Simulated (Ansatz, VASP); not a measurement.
**One calculation of In, two programs**

```
In
1.0
    -1.53027    1.53027    2.79369
     1.53027   -1.53027    2.79369
     1.53027    1.53027   -2.79369
In
1
Direct
  0.00000 0.00000 0.00000
```

Alike in both runs: task single point; functional r2SCAN; k mesh 22 × 22 × 22; occupations gaussian, width 0.15 eV; no spin polarisation.

|  | VASP | Ansatz |
| --- | --- | --- |
| version | VASP 6.6.1 | Ansatz 0.2.0 |
| potentials or method | VASP PAW PBE potentials, release 64 (In_d), cutoff 520 eV | scalar-relativistic, plane waves, PAW |
| valence electrons in the cell | 13 | 13 |

|  | VASP | Ansatz | Ansatz less VASP |
| --- | --- | --- | --- |
| gap on the k mesh at the Fermi level (eV) | none | none | - |
| pressure (GPa) | 0.8 | 0.8 | -0.03 |
| traceless stress, the component that is largest in VASP (GPa) | -1.60 | -1.60 | -0.001 |

VASP's potentials were made for PBE, not for r2SCAN. A gap of «none» marks a metal or a gap that the smearing closes. With one functional, cell and mesh, what is left measures potentials, basis and numerics.
